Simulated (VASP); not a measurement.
# NaF (Villiaumite) (Fm-3m) in VASP: further runs

Runs on NaF (Villiaumite). Level: r2SCAN. Tasks: single point, relaxation of cell and atoms.

Everything below comes from runs of VASP 6.6.1. Logs are shortened: lines on timing, memory, paths and dates and some standing lists are left out, and cuts for length are marked.

**1. The cell of the first run**

Symmetry: Fm-3m, No. 225, cubic system. Conventional cell: a = 4.594 Å, b = 4.594 Å, c = 4.594 Å, α = 90.00°, β = 90.00°, γ = 90.00°. Within 3.0 Å of Na (site symmetry m-3m) lie 6 F at 2.30 Å. Within 3.0 Å of F (site symmetry m-3m) lie 6 Na at 2.30 Å.

**2. Single point, r2SCAN**

The input, POSCAR:

```
NaF
1.0
    0.0000000000      2.2970684078      2.2970684078
    2.2970684078      0.0000000000      2.2970684078
    2.2970684078      2.2970684078      0.0000000000
Na F
1 1
Direct
    0.0000000000      0.0000000000      0.0000000000
    0.5000000000      0.5000000000      0.5000000000
```

The input, INCAR.step1:

```
SYSTEM = NaF
ALGO = Normal ; EDIFF = 1E-4
ENCUT = 520 ; GGA = PE
ISMEAR = 0 ; LASPH = .TRUE.
LCHARG = .FALSE. ; LREAL = .FALSE.
LWAVE = .TRUE. ; NBANDS = 14
NELM = 100 ; PREC = Accurate
SIGMA = 0.02
```

The input, INCAR.step2:

```
SYSTEM = NaF
ALGO = Normal ; EDIFF = 1E-7
ENCUT = 520 ; ISIF = 2
ISMEAR = 0 ; ISTART = 1
LASPH = .TRUE. ; LCHARG = .TRUE.
LELF = .TRUE. ; LMIXTAU = .TRUE.
LREAL = .FALSE. ; LVHAR = .TRUE.
LWAVE = .FALSE. ; METAGGA = R2SCAN
NBANDS = 14 ; NELM = 100
PREC = Accurate ; SIGMA = 0.02
```

The input, KPOINTS:

```
k-points
0
G
  8 8 8
  0 0 0
```

Potentials or basis: VASP PAW PBE potentials, release 64 (Na_pv, F).

Run with:

```bash
cat potpaw_PBE.64/Na_pv/POTCAR potpaw_PBE.64/F/POTCAR > POTCAR
cp INCAR.step1 INCAR
mpirun -np 1 vasp_std > vasp.out
cp INCAR.step2 INCAR
mpirun -np 1 vasp_std > vasp.out
```

OUTCAR:

```text
SYSTEM = NaF
   EDIFF = 1E-7
   ENCUT = 520
   ISIF = 2
   ISMEAR = 0
   ISTART = 1
   LASPH = .TRUE.
   LREAL = .FALSE.
   METAGGA = R2SCAN
   NELM = 100
   PREC = Accurate

 ion  position               nearest neighbor table
   1  0.000  0.000  0.000-   2 2.30   2 2.30   2 2.30   2 2.30   2 2.30   2 2.30
   2  0.500  0.500  0.500-   1 2.30   1 2.30   1 2.30   1 2.30   1 2.30   1 2.30

  LATTYP: Found a face centered cubic cell.
 ALAT       =     4.5941368156

  Lattice vectors:

 A1 = (   0.0000000000,   2.2970684078,   2.2970684078)
 A2 = (   2.2970684078,   0.0000000000,   2.2970684078)
 A3 = (   2.2970684078,   2.2970684078,   0.0000000000)

Analysis of symmetry for initial positions (statically):
=====================================================================
 Subroutine PRICEL returns:
 Original cell was already a primitive cell.

 Routine SETGRP: Setting up the symmetry group for a
 face centered cubic supercell.

 Subroutine GETGRP returns: Found 48 space group operations
 (whereof 48 operations were pure point group operations)
 out of a pool of 48 trial point group operations.

The static configuration has the point symmetry O_h .

Analysis of symmetry for dynamics (positions and initial velocities):
=====================================================================
 Subroutine PRICEL returns:
 Original cell was already a primitive cell.

 Routine SETGRP: Setting up the symmetry group for a
 face centered cubic supercell.

 Subroutine GETGRP returns: Found 48 space group operations
 (whereof 48 operations were pure point group operations)
 out of a pool of 48 trial point group operations.

The dynamic configuration has the point symmetry O_h .

 Subroutine INISYM returns: Found 48 space group operations
 (whereof 48 operations are pure point group operations),
 and found     1 'primitive' translations

----------------------------------------------------------------------------------------

                                     Primitive cell

  volume of cell :      24.2411

  direct lattice vectors                    reciprocal lattice vectors
     0.000000000  2.297068408  2.297068408    -0.217668746  0.217668746  0.217668746
     2.297068408  0.000000000  2.297068408     0.217668746 -0.217668746  0.217668746
     2.297068408  2.297068408  0.000000000     0.217668746  0.217668746 -0.217668746

  length of vectors
     3.248545296  3.248545296  3.248545296     0.377013327  0.377013327  0.377013327

  position of ions in fractional coordinates (direct lattice)
     0.000000000  0.000000000  0.000000000
     0.500000000  0.500000000  0.500000000

  ion indices of the primitive-cell ions
   primitive index   ion index
                 1           1
                 2           2

----------------------------------------------------------------------------------------

 KPOINTS: k-points

Automatic generation of k-mesh.
 Grid dimensions read from file:
 generate k-points for:    8    8    8

 Generating k-lattice:

  Cartesian coordinates                     Fractional coordinates (reciprocal lattice)
    -0.027208593  0.027208593  0.027208593     0.125000000  0.000000000  0.000000000
     0.027208593 -0.027208593  0.027208593     0.000000000  0.125000000  0.000000000
     0.027208593  0.027208593 -0.027208593     0.000000000  0.000000000  0.125000000

  Length of vectors
     0.047126666  0.047126666  0.047126666

  Shift w.r.t. Gamma in fractional coordinates (k-lattice)
     0.000000000  0.000000000  0.000000000

 Subroutine IBZKPT returns following result:
 ===========================================

 Found     29 irreducible k-points:

 Following reciprocal coordinates:
            Coordinates               Weight
  0.000000  0.000000  0.000000      1.000000
  0.125000  0.000000  0.000000      8.000000
  0.250000  0.000000  0.000000      8.000000
  0.375000  0.000000  0.000000      8.000000
  0.500000  0.000000  0.000000      4.000000
  0.125000  0.125000  0.000000      6.000000
[... 16 lines left out ...]
  0.500000  0.250000  0.125000     48.000000
 -0.375000  0.250000  0.125000     24.000000
 [... further k-points ...]
   k-points           NKPTS =     29   k-points in BZ     NKDIM =     29   number of bands    NBANDS=     14
   number of dos      NEDOS =    301   number of ions     NIONS =      2
   total plane-waves  NPLWV =  13824
   dimension x,y,z NGX =    24 NGY =   24 NGZ =   24
   dimension x,y,z NGXF=    48 NGYF=   48 NGZF=   48
   ions per type =               1   1
   NGX,Y,Z   is equivalent  to a cutoff of  12.28, 12.28, 12.28 a.u.
   NGXF,Y,Z  is equivalent  to a cutoff of  24.56, 24.56, 24.56 a.u.
 SYSTEM =  NaF
   PREC   = accura    normal or accurate (medium, high low for compatibility)
   ISTART =      1    job   : 0-new  1-cont  2-samecut
   ICHARG =      0    charge: 1-file 2-atom 10-const
   ISPIN  =      1    spin polarized calculation?
   LNONCOLLINEAR =      F non collinear calculations
   LSORBIT =      F    spin-orbit coupling
   LASPH  =      T    aspherical Exc in radial PAW
   ENCUT  =  520.0 eV  38.22 Ry    6.18 a.u.   6.04  6.04  6.04*2*pi/ulx,y,z
   NELM   =    100;   NELMIN=  2; NELMDL=  0     # of ELM steps
   EDIFF  = 0.1E-06   stopping-criterion for ELM
   LREAL  =      F    real-space projection
   EDIFFG = 0.1E-05   stopping-criterion for IOM
   NSW    =      0    number of steps for IOM
   IBRION =     -1    ionic relax: 0-MD 1-quasi-New 2-CG
   NFREE  =      0    steps in history (QN), initial steepest desc. (CG)
   ISIF   =      2    stress and relaxation
   ISYM   =      2    0-nonsym 1-usesym 2-fastsym
   POTIM  = 0.5000    time-step for ionic-motion
   TEBEG  =    0.0;   TEEND  =   0.0 temperature during run
   PSTRESS=    0.0 pullay stress
   NELECT =      14.0000    total number of electrons
   NUPDOWN=      -1.0000    fix difference up-down
   EMIN   =  10.00;   EMAX   =-10.00  energy-range for DOS
   EFERMI =   0.00;   METHOD = LEGACY
   ISMEAR =     0;   SIGMA  =   0.02  broadening in eV -4-tet -1-fermi 0-gaus
   EFERMI_NEDOS =   21; number of points for ismear=-14 and -15
   IALGO  =     38    algorithm
   IMIX   =      4    mixing-type and parameters
     AMIX     =   0.40;   BMIX     =  1.00
     AMIX_MAG =   1.60;   BMIX_MAG =  1.00
  volume/ion in A,a.u.               =      12.12        81.79
  Fermi-wavevector in a.u.,A,eV,Ry     =   1.363328  2.576316 25.288636  1.858662
  Thomas-Fermi vector in A             =   2.489740
   LORBIT       =      0    0 simple, 1 ext, 2 COOP (PROOUT), +10 PAW based schemes
   METAGGA = R2SCAN    functional components
   LHFCALC =     F    Hartree Fock is set to
   AEXX    =    0.0000 exact exchange contribution
   IVDW    =     0    specifies the selected vdW correction
   LEPSILON=     F    determine dielectric tensor
   LRPA    =     F    only Hartree local field effects (RPA)
 non-spin polarized calculation
 Gauss-broadening in eV      SIGMA  =   0.02
  energy-cutoff  :      520.00
  volume of cell :       24.24
 maximum number of plane-waves:       666
   NGX = 13   NGY = 13   NGZ = 13

 number of electron      13.9999992 magnetization

 Free energy of the ion-electron system (eV)
  ---------------------------------------------------
  ext. energy  EPLUGINS =         0.00000000
  ---------------------------------------------------
  free energy    TOTEN  =       -12.60303139 eV

  energy without entropy =      -12.60303139  energy(sigma->0) =      -12.60303139

 E-fermi :  -2.5050     XC(G=0):  -9.9107

 val. band max:       -2.6134445322   @ k =   0.0000   0.0000   0.0000
 cond. band min:       4.7088537682   @ k =   0.0000   0.0000   0.0000
 fundamental gap:      7.3222983003
 Fermi energy:        -2.5050296446

 k-point     1 :       0.0000    0.0000    0.0000
  band No.  band energies     occupation
      1     -22.9530      2.00000
      2     -22.0357      2.00000
      3     -22.0353      2.00000
      4     -22.0353      2.00000
      5      -2.6135      2.00000
      6      -2.6134      2.00000
      7      -2.6134      2.00000
      8       4.7089      0.00000
      9      17.3599      0.00000
     10      17.3600      0.00000
     11      17.3600      0.00000
     12      20.0714      0.00000
     13      22.7112      0.00000
     14      22.7112      0.00000

 k-point     2 :       0.1250    0.0000    0.0000
  band No.  band energies     occupation
      1     -23.0316      2.00000
      2     -22.0374      2.00000
      3     -22.0370      2.00000
      4     -21.9362      2.00000
      5      -2.9041      2.00000
      6      -2.6552      2.00000
      7      -2.6551      2.00000
      8       5.2597      0.00000
      9      15.5713      0.00000
     10      17.6407      0.00000
     11      17.6407      0.00000
     12      22.2179      0.00000
     13      22.2708      0.00000
     14      22.2709      0.00000

 k-point     3 :       0.2500    0.0000    0.0000
  band No.  band energies     occupation
      1     -23.1783      2.00000
      2     -22.0415      2.00000
      3     -22.0411      2.00000
      4     -21.7392      2.00000
      5      -3.5090      2.00000
      6      -2.7544      2.00000
      7      -2.7543      2.00000
      8       6.6032      0.00000
      9      13.5156      0.00000
     10      18.3226      0.00000
     11      18.3229      0.00000
     12      21.6487      0.00000
     13      21.6488      0.00000
     14      23.4467      0.00000
[... 324 lines left out ...]
 k-point    23 :       0.5000    0.2500    0.1250
  band No.  band energies     occupation
      1     -23.1651      2.00000
      2     -22.0883      2.00000
      3     -22.0596      2.00000
      4     -21.6739      2.00000
      5      -3.8651      2.00000
      6      -3.1302      2.00000
      7      -2.9321      2.00000
      8       9.1453      0.00000
      9      11.9515      0.00000
     10      16.3843      0.00000
     11      18.1630      0.00000
     12      20.2688      0.00000
     13      22.4340      0.00000
     14      26.7975      0.00000

 k-point    24 :      -0.3750    0.2500    0.1250
  band No.  band energies     occupation
      1     -23.1723      2.00000
      2     -22.0913      2.00000
      3     -22.0675      2.00000
      4     -21.6507      2.00000
      5      -3.9395      2.00000
      6      -3.2120      2.00000
      7      -2.9717      2.00000
      8      10.1987      0.00000
      9      11.2345      0.00000
     10      16.0620      0.00000
     11      17.8443      0.00000
     12      20.9373      0.00000
     13      21.9830      0.00000
     14      27.0240      0.00000

 [... further k-points ...]
[... 5 lines left out ...]
  --------------------------------------------------------------------------------------
  -------------------------------------------------------------------------------------
  Total       -0.1336446     -0.1336446     -0.1336446     -0.0000000     -0.0000000      0.0000000
  in kB       -8.8330383     -8.8330383     -8.8330383     -0.0000000     -0.0000000      0.0000000
  external PRESSURE =      -8.8330383 kB  Pullay stress =       0.0000000 kB

 VOLUME and BASIS-vectors are now :
 -----------------------------------------------------------------------------
  energy-cutoff  :      520.00
  volume of cell :       24.24
      direct lattice vectors                 reciprocal lattice vectors
     0.000000000  2.297068408  2.297068408    -0.217668746  0.217668746  0.217668746
     2.297068408  0.000000000  2.297068408     0.217668746 -0.217668746  0.217668746
     2.297068408  2.297068408  0.000000000     0.217668746  0.217668746 -0.217668746

 POSITION                                       TOTAL-FORCE (eV/Angst)
 -----------------------------------------------------------------------------------
      0.00000      0.00000      0.00000         0.000000      0.000000      0.000000
      2.29707      2.29707      2.29707         0.000000      0.000000     -0.000000
 -----------------------------------------------------------------------------------
    total drift:                                0.000000     -0.000000      0.000000

  FREE ENERGIE OF THE ION-ELECTRON SYSTEM (eV)
  ---------------------------------------------------
  free  energy   TOTEN  =       -12.6030313942 eV

  energy  without entropy=      -12.6030313942  energy(sigma->0) =      -12.60303139
```

Run time: 21 s. Hardware: 1 thread of AMD EPYC 9R45 (Zen 5), shared host; peak memory 0.11 GiB.

Results:

* Free energy: -12.6030 eV
* Pressure: -0.9 GPa
* Band gap on the k mesh: 7.32 eV, direct

Caveat: the PAW data sets were made with another functional, which shifts forces and pressure a little. r2SCAN opens gaps a little over a GGA but as a rule still falls short of measured ones.

**3. Single point, r2SCAN (volume scaled by 1.03)**

The input, POSCAR:

```
NaF
1.0
    0.0000000000      2.3198131385      2.3198131385
    2.3198131385      0.0000000000      2.3198131385
    2.3198131385      2.3198131385      0.0000000000
Na F
1 1
Direct
    0.0000000000      0.0000000000      0.0000000000
    0.5000000000      0.5000000000      0.5000000000
```

The input, INCAR.step1:

```
PREC = Accurate
ENCUT = 520
ISMEAR = 0
SIGMA = 0.02
LREAL = F
LASPH = T
NELM = 80
NBANDS = 14
GGA = PE
ALGO = Normal
EDIFF = 1E-4
LWAVE = T
LCHARG = F
```

The input, INCAR.step2:

```
PREC = Accurate
ENCUT = 520
EDIFF = 1E-6
ISMEAR = 0
SIGMA = 0.02
LREAL = F
LASPH = T
NELM = 80
ALGO = Normal
ISIF = 2
LWAVE = F
LCHARG = F
METAGGA = R2SCAN
LMIXTAU = T
NBANDS = 14
ISTART = 1
```

The input, KPOINTS:

```
regular mesh
0
Gamma
  8 8 8
```

Potentials or basis: VASP PAW PBE potentials, release 64 (Na_pv, F).

Run with:

```bash
cat potpaw_PBE.64/Na_pv/POTCAR potpaw_PBE.64/F/POTCAR > POTCAR
cp INCAR.step1 INCAR
mpirun -np 1 vasp_std > vasp.out
cp INCAR.step2 INCAR
mpirun -np 1 vasp_std > vasp.out
```

It took 21 s on 1 thread of AMD EPYC 9R45 (Zen 5), shared host; peak memory 0.11 GiB.

It converged, with:

```yaml
Free_energy: -12.5970 eV
Pressure: -2.0 GPa
Band_gap_on_the_k_mesh: 7.15 eV, direct
```

Levels at points of the mesh, in eV from the valence-band top:
```
           k point  band 5  band 6  band 7  band 8  band 9  band 10
(0.00, 0.00, 0.00)    0.00    0.00    0.00    7.15   19.76    19.76
(0.50, 0.00, 0.00)   -1.54   -0.26   -0.26   11.60   13.38    21.37
(0.50, 0.50, 0.00)   -1.26   -0.40   -0.40   13.90   14.03    14.81
```

Caveat: the PAW data sets were made with another functional, which shifts forces and pressure a little.

[end of part 1 of 2]
